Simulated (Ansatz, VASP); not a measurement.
## LiH in VASP and in Ansatz

```xyz
2
Lattice="0.0000 1.9985 1.9985 1.9985 0.0000 1.9985 1.9985 1.9985 0.0000" Properties=species:S:1:pos:R:3 pbc="T T T"
Li    0.0000    0.0000    0.0000
H     1.9985    1.9985    1.9985
```

Alike in both runs: task single point; functional HSE06; k mesh 6 × 6 × 6; no spin polarisation.

```csv
,VASP,Ansatz
version,VASP 6.6.1,Ansatz 0.2.0
potentials or method,"VASP PAW PBE potentials, release 64 (Li_sv, H)","plane waves, PAW"
plane-wave cutoff (eV),520,420
occupations,"gaussian, width 0.01 eV",fixed
valence electrons in the cell,4,4
```

```tsv
	VASP	Ansatz	Ansatz less VASP
gap on the k mesh at the Fermi level (eV)	3.97	3.97	+0.002
```

Ansatz's warnings: stress exchange threshold loose, stress scf threshold loose.

The k mesh is coarse, so the values compare programs but aren't converged. Noted on VASP's run: the cutoff is short for stress, so the pressure is rough.
